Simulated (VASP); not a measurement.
A run of VASP 6.6.1:

INCAR

```
SYSTEM = Sn
PREC     = Accurate       ! precision mode
ENCUT    = 520            ! plane-wave cutoff, eV
EDIFF    = 1E-6           ! SCF threshold, eV
ISMEAR   = 0              ! smearing method
SIGMA    = 0.15           ! smearing width, eV
LREAL    = .False.        ! projectors in reciprocal space
LASPH    = .True.         ! aspherical terms in the spheres
NELM     = 80             ! most SCF steps
ALGO     = Fast           ! electronic algorithm
ISIF     = 2              ! what is computed and relaxed
LWAVE    = .False.        ! write WAVECAR
LCHARG   = .False.        ! write CHGCAR
GGA      = PS             ! functional
NBANDS   = 13             ! bands
```

Contents of KPOINTS:

```
regular mesh
0
Gamma
  18 18 18
  0 0 0
```

Contents of POSCAR:

```
Sn
1.0
   -1.8662320419      1.8662320419      1.9514913738
    1.8662320419     -1.8662320419      1.9514913738
    1.8662320419      1.8662320419     -1.9514913738
Sn
1
Direct
    0.0000000000      0.0000000000      0.0000000000
```

Potentials or basis: VASP PAW PBE potentials, release 64 (Sn_d).

The run is started by

```bash
$ cat potpaw_PBE.64/Sn_d/POTCAR > POTCAR
$ mpirun -np 1 vasp_std > vasp.out
```

Hardware: 1 thread of Intel(R) Xeon(R) 6975P-C (Granite Rapids), with other jobs on the host.

Question: Estimate the wall time of this run.

Answer: Wall time 37 s on 1 thread of Intel(R) Xeon(R) 6975P-C (Granite Rapids), on a shared host, peak memory 0.26 GiB. Counts: scf iterations 12, k points 480.
